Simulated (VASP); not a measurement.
Runs of VASP 6.6.1 on Si. The structure is that of space group Fmmm (No. 69), or close to it. The cells are those of the table. 

```tsv
level	cell	k mesh	cutoff (eV)	grid for exact exchange (PRECFOCK)	share of exact exchange	screening parameter	gap on the mesh (eV)	pressure (GPa)	largest force (eV/Å)
r2SCAN	a = 5.279, b = 5.166, c = 3.549 Å, angles 71.9, 68.4, 39.7°, 4 atoms	8 × 8 × 8	520	-	-	-	none	7.9	0.18
r2SCAN	a = 5.456, b = 5.340, c = 3.668 Å, angles 71.9, 68.4, 39.7°, 4 atoms	8 × 8 × 8	520	-	-	-	none	(b)	0.04
r2SCAN	a = 5.242, b = 5.130, c = 3.524 Å, angles 71.9, 68.4, 39.7°, 4 atoms	8 × 8 × 8	520	-	-	-	none	11.0	0.24
HSE06	a = 5.351, b = 5.237, c = 3.598 Å, angles 71.9, 68.4, 39.7°, 4 atoms	6 × 6 × 6	400	Normal	0.25	0.2079 1/Å	none	1.0	0.04
r2SCAN	a = 5.351, b = 5.237, c = 3.598 Å, angles 71.9, 68.4, 39.7°, 4 atoms	8 × 8 × 8	520	-	-	-	none	(a)	0.08
```

Alike in all rows: task single point; potentials or basis VASP PAW PBE potentials, release 64 (Si); no spin polarisation; smearing fermi-dirac 0.05 eV.

Task: Estimate the missing entries.

Result: (a) 2.5; (b) -3.7.

Caveats: the PAW data sets were made with another functional, which shifts forces and pressure a little; the cell stands under pressure (at least some runs); the cell stands under tension (at least some runs).

A gap of «none» marks levels without a gap at the run's occupations.
